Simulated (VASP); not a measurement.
# Pd (I4/mmm) in VASP: further runs, part 3 of 3

VASP 6.6.1. The steps go on from the part before.

### 5 Electric field gradients, LDA (equal xx and yy strain of -1 %)

File INCAR:

```
SYSTEM = Pd
PREC     = Accurate       ! precision mode
ENCUT    = 520            ! plane-wave cutoff, eV
EDIFF    = 1E-8           ! SCF threshold, eV
ISMEAR   = -1             ! smearing method
SIGMA    = 0.05           ! smearing width, eV
LREAL    = .FALSE.        ! projectors in reciprocal space
LASPH    = .TRUE.         ! aspherical terms in the spheres
NELM     = 60             ! most SCF steps
ALGO     = Normal         ! electronic algorithm
ISIF     = 2              ! what is computed and relaxed
LWAVE    = .FALSE.        ! write WAVECAR
LCHARG   = .FALSE.        ! write CHGCAR
GGA      = CA             ! functional
LEFG     = .TRUE.       
NBANDS   = 11             ! bands
```

File KPOINTS:

```
Automatic mesh
0
G
  18 18 18
  0 0 0
```

File POSCAR:

```
Pd
1.0
    0.0000000000      1.9254510000      1.9449000000
    1.9254510000      0.0000000000      1.9449000000
    1.9254510000      1.9254510000      0.0000000000
Pd
1
Direct
    0.0000000000      0.0000000000      0.0000000000
```

Potentials or basis: VASP PAW LDA potentials, release 64 (Pd).

On the command line:

```console
$ cat potpaw_LDA.64/Pd/POTCAR > POTCAR
$ mpirun -np 1 vasp_std > vasp.out
```

OUTCAR:

```text
SYSTEM = Pd
   PREC = Accurate
   ENCUT = 520
   EDIFF = 1E-8
   ISMEAR = -1
   LREAL = .FALSE.
   LASPH = .TRUE.
   NELM = 60
   ISIF = 2
   GGA = CA

 ion  position               nearest neighbor table
   1  0.000  0.000  0.000-

  LATTYP: Found a body centered tetragonal cell.
 ALAT       =     2.7229989179
 C/A-ratio  =     1.4284985479

  Lattice vectors:

 A1 = (  -1.9254510000,   0.0000000000,   1.9449000000)
 A2 = (   1.9254510000,   0.0000000000,   1.9449000000)
 A3 = (   0.0000000000,   1.9254510000,  -1.9449000000)

Analysis of symmetry for initial positions (statically):
=====================================================================
 Subroutine PRICEL returns:
 Original cell was already a primitive cell.

 Routine SETGRP: Setting up the symmetry group for a
 body centered tetragonal supercell.

 Subroutine GETGRP returns: Found 16 space group operations
 (whereof 16 operations were pure point group operations)
 out of a pool of 16 trial point group operations.

The static configuration has the point symmetry D_4h.

Analysis of symmetry for dynamics (positions and initial velocities):
=====================================================================
 Subroutine PRICEL returns:
 Original cell was already a primitive cell.

 Routine SETGRP: Setting up the symmetry group for a
 body centered tetragonal supercell.

 Subroutine GETGRP returns: Found 16 space group operations
 (whereof 16 operations were pure point group operations)
 out of a pool of 16 trial point group operations.

The dynamic configuration has the point symmetry D_4h.

 Subroutine INISYM returns: Found 16 space group operations
 (whereof 16 operations are pure point group operations),
 and found     1 'primitive' translations

----------------------------------------------------------------------------------------

                                     Primitive cell

  volume of cell :      14.4209

  direct lattice vectors                    reciprocal lattice vectors
     0.000000000  1.925451000  1.944900000    -0.259679421  0.259679421  0.257082626
     1.925451000  0.000000000  1.944900000     0.259679421 -0.259679421  0.257082626
     1.925451000  1.925451000  0.000000000     0.259679421  0.259679421 -0.257082626

  length of vectors
     2.736785992  2.736785992  2.722998918     0.448283704  0.448283704  0.448283704

  position of ions in fractional coordinates (direct lattice)
     0.000000000  0.000000000  0.000000000

  ion indices of the primitive-cell ions
   primitive index   ion index
                 1           1

----------------------------------------------------------------------------------------

 KPOINTS: Automatic mesh

Automatic generation of k-mesh.
 Grid dimensions read from file:
 generate k-points for:   18   18   18

 Generating k-lattice:

  Cartesian coordinates                     Fractional coordinates (reciprocal lattice)
    -0.014426634  0.014426634  0.014282368     0.055555556  0.000000000  0.000000000
[... 71 lines left out ...]
   NUPDOWN=      -1.0000    fix difference up-down
   EMIN   =  10.00;   EMAX   =-10.00  energy-range for DOS
   EFERMI =   0.00;   METHOD = LEGACY
   ISMEAR =    -1;   SIGMA  =   0.05  broadening in eV -4-tet -1-fermi 0-gaus
   EFERMI_NEDOS =   21; number of points for ismear=-14 and -15
   IALGO  =     38    algorithm
   IMIX   =      4    mixing-type and parameters
     AMIX     =   0.40;   BMIX     =  1.00
     AMIX_MAG =   1.60;   BMIX_MAG =  1.00
  volume/ion in A,a.u.               =      14.42        97.32
  Fermi-wavevector in a.u.,A,eV,Ry     =   1.449030  2.738270 28.567995  2.099688
  Thomas-Fermi vector in A             =   2.566803
   LORBIT       =      0    0 simple, 1 ext, 2 COOP (PROOUT), +10 PAW based schemes
   GGA     = CA    functional components
   LHFCALC =     F    Hartree Fock is set to
   AEXX    =    0.0000 exact exchange contribution
   IVDW    =     0    specifies the selected vdW correction
   LEPSILON=     F    determine dielectric tensor
   LRPA    =     F    only Hartree local field effects (RPA)
 non-spin polarized calculation
  energy-cutoff  :      520.00
  volume of cell :       14.42
 maximum number of plane-waves:       399
   NGX = 11   NGY = 11   NGZ = 11

 number of electron      10.0000003 magnetization

 Free energy of the ion-electron system (eV)
  ---------------------------------------------------
  ext. energy  EPLUGINS =         0.00000000
  ---------------------------------------------------
  free energy    TOTEN  =        -6.50373182 eV

  energy without entropy =       -6.48615087  energy(sigma->0) =       -6.49494135

 E-fermi :   9.9907     XC(G=0): -13.6554

 val. band max:        9.9903303705   @ k =   0.5000   0.0000   0.0000
 cond. band min:       9.9918724615   @ k =  -0.3333  -0.0000   0.0556
 fundamental gap:      0.0015420910
 Fermi energy:         9.9907207534

 k-point     1 :       0.0000    0.0000    0.0000
  band No.  band energies     occupation
      1       2.5696      2.00000
      2       6.9417      2.00000
      3       7.0414      2.00000
      4       7.0414      2.00000
      5       8.6626      2.00000
      6       8.7677      2.00000
      7      27.1234      0.00000
      8      31.8071      0.00000
      9      32.0527      0.00000
     10      32.0527      0.00000
     11      35.6772      0.00000
[... 309 lines left out ...]
 k-point    24 :      -0.2222    0.0556    0.0000
  band No.  band energies     occupation
      1       4.3167      2.00000
      2       6.7732      2.00000
      3       7.3080      2.00000
      4       7.4276      2.00000
      5       8.6010      2.00000
      6       9.1162      2.00000
      7      25.0213      0.00000
      8      28.2384      0.00000
      9      32.2932      0.00000
     10      34.7038      0.00000
     11      35.2236      0.00000

 [... further k-points ...]

------------------------ aborting loop because EDIFF is reached ----------------------------------------

  FORCE on cell =-STRESS in cart. coord.  units (eV):
  Direction    XX          YY          ZZ          XY          YZ          ZX
  --------------------------------------------------------------------------------------
  -------------------------------------------------------------------------------------
  Total       -0.3271703     -0.3271703     -0.3883647      0.0000000      0.0000000     -0.0000000
  in kB      -36.3489802    -36.3489802    -43.1477437      0.0000000      0.0000000     -0.0000000
  external PRESSURE =     -38.6152347 kB  Pullay stress =       0.0000000 kB

 VOLUME and BASIS-vectors are now :
 -----------------------------------------------------------------------------
  energy-cutoff  :      520.00
  volume of cell :       14.42
      direct lattice vectors                 reciprocal lattice vectors
     0.000000000  1.925451000  1.944900000    -0.259679421  0.259679421  0.257082626
     1.925451000  0.000000000  1.944900000     0.259679421 -0.259679421  0.257082626
     1.925451000  1.925451000  0.000000000     0.259679421  0.259679421 -0.257082626

 POSITION                                       TOTAL-FORCE (eV/Angst)
 -----------------------------------------------------------------------------------
      0.00000      0.00000      0.00000         0.000000      0.000000      0.000000
 -----------------------------------------------------------------------------------
    total drift:                                0.000000      0.000000      0.000000

  FREE ENERGIE OF THE ION-ELECTRON SYSTEM (eV)
  ---------------------------------------------------
  free  energy   TOTEN  =        -6.5037318233 eV

  energy  without entropy=       -6.4861508712  energy(sigma->0) =       -6.49494135

 Electric field gradients (V/A^2)
---------------------------------------------------------------------
 ion       V_xx      V_yy      V_zz      V_xy      V_xz      V_yz
---------------------------------------------------------------------
   1       0.495     0.495    -0.989     0.001     0.000     0.000
---------------------------------------------------------------------

 Electric field gradients after diagonalization (V/A^2)
 (convention: |V_zz| > |V_xx| > |V_yy|)
----------------------------------------------------------------------
 ion       V_xx      V_yy      V_zz     asymmetry (V_yy - V_xx)/ V_zz
----------------------------------------------------------------------
   1       0.495     0.494    -0.989       0.001
----------------------------------------------------------------------

           NMR quadrupolar parameters

 Cq : quadrupolar parameter    Cq=e*Q*V_zz/h
 eta: asymmetry parameters     (V_yy - V_xx)/ V_zz
 Q  : nuclear electric quadrupole moment in mb (millibarn)
----------------------------------------------------------------------
 ion       Cq(MHz)       eta       Q (mb)
----------------------------------------------------------------------
   1      -0.002       0.001       1.000
----------------------------------------------------------------------
```

Run time: 23 s. Hardware: 1 thread of Intel Xeon 6975P-C (Granite Rapids), shared host; peak memory 0.17 GiB.

Results:

```yaml
Free_energy: -6.5037 eV
Pressure: -3.9 GPa
Band_gap_on_the_k_mesh: zero (band 5 reaches 10.33 eV, above the bottom of band 6 at 8.68 eV)
```

Stress tensor (GPa, compression positive):
```
-3.63  0.00  0.00
 0.00 -3.63  0.00
 0.00  0.00 -4.31
```

Electric field gradients, principal values (V/Å²):
```tsv
atom	least	middle	greatest (by size)
1 Pd	0.494	0.495	-0.989
```

Caveat: the cell differs from its parent crystal (equal xx and yy strain of -1 %); without QUAD_EFG the Cq values of the log hold for a quadrupole moment of 1 mb, not for the nuclei.

### 6 Electric field gradients, LDA (zz strain of +3 %)

File INCAR:

```
ALGO = Normal ; EDIFF = 1E-8
ENCUT = 520 ; ISIF = 2
ISMEAR = -1 ; LASPH = True
LCHARG = False ; LEFG = True
LREAL = False ; LWAVE = False
NBANDS = 11 ; NELM = 80
PREC = Accurate ; SIGMA = 0.05
```

File KPOINTS:

```
k-points
0
Gamma
  18 18 18
```

File POSCAR:

```
Pd
1.0
    0.0000000000      1.9449000000      2.0032470000
    1.9449000000      0.0000000000      2.0032470000
    1.9449000000      1.9449000000      0.0000000000
Pd
1
Direct
    0.0000000000      0.0000000000      0.0000000000
```

Potentials or basis: VASP PAW LDA potentials, release 64 (Pd).

On the command line:

```console
$ cat potpaw_LDA.64/Pd/POTCAR > POTCAR
$ mpirun -np 1 vasp_std > vasp.out
```

OUTCAR:

```text
EDIFF = 1E-8
   ENCUT = 520
   ISIF = 2
   ISMEAR = -1
   LASPH = True
   LREAL = False
   NELM = 80
   PREC = Accurate

 ion  position               nearest neighbor table
   1  0.000  0.000  0.000-

  LATTYP: Found a body centered tetragonal cell.
 ALAT       =     2.7505039575
 C/A-ratio  =     1.4566399692

  Lattice vectors:

 A1 = (  -1.9449000000,   0.0000000000,   2.0032470000)
 A2 = (   1.9449000000,   0.0000000000,   2.0032470000)
 A3 = (   0.0000000000,   1.9449000000,  -2.0032470000)

Analysis of symmetry for initial positions (statically):
=====================================================================
 Subroutine PRICEL returns:
 Original cell was already a primitive cell.

 Routine SETGRP: Setting up the symmetry group for a
 body centered tetragonal supercell.

 Subroutine GETGRP returns: Found 16 space group operations
 (whereof 16 operations were pure point group operations)
 out of a pool of 16 trial point group operations.

The static configuration has the point symmetry D_4h.

Analysis of symmetry for dynamics (positions and initial velocities):
=====================================================================
 Subroutine PRICEL returns:
 Original cell was already a primitive cell.

 Routine SETGRP: Setting up the symmetry group for a
 body centered tetragonal supercell.

 Subroutine GETGRP returns: Found 16 space group operations
 (whereof 16 operations were pure point group operations)
 out of a pool of 16 trial point group operations.

The dynamic configuration has the point symmetry D_4h.

 Subroutine INISYM returns: Found 16 space group operations
[... 161 lines left out ...]
      8      30.3883      0.00000
      9      31.0329      0.00000
     10      31.0329      0.00000
     11      35.0032      0.00000
[... 309 lines left out ...]
 k-point    24 :      -0.2222    0.0556    0.0000
  band No.  band energies     occupation
      1       3.8084      2.00000
      2       6.1784      2.00000
      3       6.5871      2.00000
      4       6.8513      2.00000
      5       7.8941      2.00000
      6       8.3022      2.00000
      7      23.7232      0.00000
      8      27.1507      0.00000
      9      30.7858      0.00000
     10      33.4674      0.00000
     11      33.9316      0.00000

 [... further k-points ...]

------------------------ aborting loop because EDIFF is reached ----------------------------------------

  FORCE on cell =-STRESS in cart. coord.  units (eV):
  Direction    XX          YY          ZZ          XY          YZ          ZX
  --------------------------------------------------------------------------------------
  -------------------------------------------------------------------------------------
  Total       -1.1466867     -1.1466867     -1.3092177      0.0000000      0.0000000      0.0000000
  in kB     -121.2261504   -121.2261504   -138.4087044      0.0000000      0.0000000      0.0000000
  external PRESSURE =    -126.9536684 kB  Pullay stress =       0.0000000 kB

 VOLUME and BASIS-vectors are now :
 -----------------------------------------------------------------------------
  energy-cutoff  :      520.00
  volume of cell :       15.16
      direct lattice vectors                 reciprocal lattice vectors
     0.000000000  1.944900000  2.003247000    -0.257082626  0.257082626  0.249594783
     1.944900000  0.000000000  2.003247000     0.257082626 -0.257082626  0.249594783
     1.944900000  1.944900000  0.000000000     0.257082626  0.257082626 -0.249594783

 POSITION                                       TOTAL-FORCE (eV/Angst)
 -----------------------------------------------------------------------------------
      0.00000      0.00000      0.00000         0.000000      0.000000      0.000000
 -----------------------------------------------------------------------------------
    total drift:                                0.000000      0.000000     -0.000000

  FREE ENERGIE OF THE ION-ELECTRON SYSTEM (eV)
  ---------------------------------------------------
  free  energy   TOTEN  =        -6.4635651532 eV

  energy  without entropy=       -6.4447863050  energy(sigma->0) =       -6.45417573

 Electric field gradients (V/A^2)
---------------------------------------------------------------------
 ion       V_xx      V_yy      V_zz      V_xy      V_xz      V_yz
---------------------------------------------------------------------
   1       1.586     1.586    -3.172    -0.002     0.001     0.001
---------------------------------------------------------------------

 Electric field gradients after diagonalization (V/A^2)
 (convention: |V_zz| > |V_xx| > |V_yy|)
----------------------------------------------------------------------
 ion       V_xx      V_yy      V_zz     asymmetry (V_yy - V_xx)/ V_zz
----------------------------------------------------------------------
   1       1.588     1.584    -3.172       0.001
----------------------------------------------------------------------

           NMR quadrupolar parameters

 Cq : quadrupolar parameter    Cq=e*Q*V_zz/h
 eta: asymmetry parameters     (V_yy - V_xx)/ V_zz
 Q  : nuclear electric quadrupole moment in mb (millibarn)
----------------------------------------------------------------------
 ion       Cq(MHz)       eta       Q (mb)
----------------------------------------------------------------------
   1      -0.008       0.001       1.000
----------------------------------------------------------------------
```

Wall time 21 s (1 thread of Intel Xeon 6975P-C (Granite Rapids), shared host); peak memory 0.19 GiB.

Results:

* Free energy: -6.4636 eV
* Pressure: -12.7 GPa
* Band gap on the k mesh: zero (band 5 reaches 9.51 eV, above the bottom of band 6 at 7.90 eV)

Stress tensor (GPa, compression positive):
```
-12.12   0.00   0.00
  0.00 -12.12   0.00
  0.00   0.00 -13.84
```

Levels at points of the mesh, in eV from the Fermi level:
```
           k point  band 3  band 4  band 5  band 6  band 7  band 8
(0.00, 0.00, 0.00)   -2.65   -2.65   -1.32   -1.04   17.13   21.25
(0.50, 0.00, 0.00)   -2.65   -0.08    0.03    1.00    7.04   16.45
(0.50, 0.50, 0.00)   -0.03    0.27    0.27    2.88    9.91   13.28
(0.50, 0.00, 0.50)   -0.05    0.18    0.37    3.44   10.69   12.67
```

Electric field gradients, principal values (V/Å²):
```
atom  least  middle  greatest (by size)
1 Pd  1.584   1.588              -3.172
```

Caveat: the cell differs from its parent crystal (zz strain of +3 %); without QUAD_EFG the Cq values of the log hold for a quadrupole moment of 1 mb, not for the nuclei.

### 7 Summary

| cell | gap on the mesh (eV) | pressure (GPa) |
| --- | --- | --- |
| a = 2.710, b = 2.710, c = 2.668 Å, angles 60.5, 60.5, 59.0°, 1 atom | none | 5.6 |
| a = 2.737, b = 2.737, c = 2.723 Å, angles 60.2, 60.2, 59.7°, 1 atom | none | -3.9 |
| a = 2.792, b = 2.792, c = 2.751 Å, angles 60.5, 60.5, 59.0°, 1 atom | none | -12.7 |

Alike in all rows: task electric field gradients; level LDA; potentials or basis VASP PAW LDA potentials, release 64 (Pd); no spin polarisation; k mesh 18 × 18 × 18; cutoff (eV) 520; smearing fermi-dirac 0.05 eV.

Total energies depend on the potentials used, so only differences within one code and one set of settings carry meaning.
